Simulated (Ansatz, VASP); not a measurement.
**SnSe2 in VASP and in Ansatz**

```
CELL_PARAMETERS angstrom
3.81100 0.00000 0.00000
-1.90550 3.30042 0.00000
0.00000 0.00000 6.13700
ATOMIC_POSITIONS crystal
Sn 0.00000 0.00000 0.00000
Se 0.17589 0.66667 0.29888
Se 0.66667 0.33333 0.75000
```

Alike in both runs: task single point; functional PBE; k mesh 12 × 12 × 6; occupations gaussian, width 0.05 eV; no spin polarisation.

```csv
,VASP,Ansatz
version,VASP 6.6.1,Ansatz 0.2.0
potentials or method,"VASP PAW PBE potentials, release 64 (Sn_d, Se), cutoff 520 eV","scalar-relativistic, plane waves, PAW"
valence electrons in the cell,26,46
```

VASP gave:

```
gap on the k mesh at the Fermi level (eV)                     : none
pressure (GPa)                                                : 3.8
traceless stress, the component that is largest in VASP (GPa) : 3.08
rms of the force components (eV/Å)                            : 0.562
```

Task: What did Ansatz give for the same quantities?

Result: gap on the k mesh at the Fermi level (eV): none; pressure (GPa): 3.7; traceless stress, the component that is largest in VASP (GPa): 3.07; rms of the force components (eV/Å): 0.558.

Atom by atom the forces differ by 0.008 eV/Å (rms over components). A gap of «none» marks a metal or a gap that the smearing closes. VASP's potentials hold 26 valence electrons a cell and Ansatz's 46, so a difference there can come from the potentials and not from the codes.
